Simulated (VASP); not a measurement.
TaAl4:

```
Ta Al
1.0
    -2.97268    3.06311    2.97580
     3.03117   -3.04557    3.01675
     6.05781    6.16264    0.07603
Ta Al
2 8
Direct
  0.01335 0.00153 0.00474
  0.51048 0.50403 0.50035
  0.26283 0.24223 0.25375
  0.73679 0.73763 0.74657
  0.74140 0.75046 0.24760
  0.25501 0.24637 0.75951
  0.97797 0.50200 0.99742
  0.50152 0.00195 0.49438
  0.51027 0.01571 0.99247
  0.99040 0.49808 0.50320
```

```yaml
Program: VASP 6.6.1
Task: relaxation of cell and atoms
Functional: PBE
Potentials_or_basis: VASP PAW PBE potentials, release 64 (Ta_pv, Al)
Cutoff: 600 eV
k_mesh: 4 × 4 × 4
Occupations: gaussian, width 0.2 eV
Spin: no spin polarisation
```

At the start: pressure 1.7 GPa; volume 22.17 Å³/atom.

Problem. Where does the relaxation end?

Solution. Over 43 steps the energy falls by 30.1 meV/atom and the volume is 22.52 Å³/atom (+1.6 %); space group P1 (No. 1, to 0.1 Å) before, I4mm (No. 107, to 0.1 Å).

Step by step:
```tsv
step	energy change (eV)	largest force (eV/Å)	pressure (GPa)	volume (Å³)
1	0.0000	1.6754	1.73	221.72
3	-0.2061	0.4478	-0.52	227.94
5	-0.2449	0.2406	0.30	225.19
7	-0.2533	0.1310	-0.15	226.58
9	-0.2643	0.2173	0.04	225.96
11	-0.2682	0.0698	0.02	226.03
13	-0.2702	0.1014	-0.09	226.38
15	-0.2716	0.0456	0.06	225.92
17	-0.2724	0.0500	0.03	225.98
19	-0.2725	0.1171	-0.13	226.47
21	-0.2738	0.0536	-0.02	226.12
23	-0.2747	0.1642	0.17	225.41
25	-0.2757	0.1079	0.09	225.70
27	-0.2794	0.1079	0.05	225.73
29	-0.2807	0.1366	0.01	225.74
31	-0.2878	0.1342	-0.12	225.91
33	-0.2947	0.0964	0.11	225.00
35	-0.2970	0.0713	-0.06	225.46
37	-0.2992	0.0555	-0.08	225.44
39	-0.3002	0.0397	0.00	225.17
41	-0.3008	0.0288	0.03	225.10
43	-0.3012	0.0216	0.00	225.16
```

Final structure:
```yaml
crystal:
  lattice:
    - [-3.12733, 3.11709, 2.89220]
    - [3.12716, -3.11672, 2.89161]
    - [6.24437, 6.22473, -0.00078]
  atoms:
    - { symbol: Ta, position: [0.02160, 0.01881, 0.99989] }
    - { symbol: Ta, position: [0.51881, 0.52151, 0.49972] }
    - { symbol: Al, position: [0.24111, 0.24757, 0.26317] }
    - { symbol: Al, position: [0.74589, 0.74509, 0.76250] }
    - { symbol: Al, position: [0.74871, 0.73960, 0.23652] }
    - { symbol: Al, position: [0.24324, 0.24722, 0.73676] }
    - { symbol: Al, position: [0.98430, 0.50698, 0.99932] }
    - { symbol: Al, position: [0.48027, 0.00939, 0.50173] }
    - { symbol: Al, position: [0.50921, 0.97936, 0.00125] }
    - { symbol: Al, position: [0.00686, 0.48446, 0.49914] }
```
